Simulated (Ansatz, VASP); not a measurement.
Two plane-wave programs on C

```xyz
2
Lattice="0.0000 1.7769 1.7769 1.7769 0.0000 1.7769 1.7769 1.7769 0.0000" Properties=species:S:1:pos:R:3 pbc="T T T"
C     1.7769    1.7769    1.7769
C     2.6654    2.6654    2.6654
```

Alike in both runs: task single point; functional r2SCAN; k mesh 12 × 12 × 12; occupations gaussian, width 0.02 eV; no spin polarisation.

|  | VASP | Ansatz |
| --- | --- | --- |
| version | VASP 6.6.1 | Ansatz 0.2.0 |
| potentials or method | VASP PAW PBE potentials, release 64 (C), cutoff 660 eV | scalar-relativistic, plane waves, PAW |
| valence electrons in the cell | 8 | 8 |

VASP gave:

```
gap on the k mesh at the Fermi level (eV) : 4.37
least direct gap on the mesh (eV)         : 5.87
pressure (GPa)                            : 2.6
```

Problem. Which values does Ansatz return?

Solution. gap on the k mesh at the Fermi level (eV): 4.40; least direct gap on the mesh (eV): 5.91; pressure (GPa): 2.5.

VASP's potentials were made for PBE, not for r2SCAN.
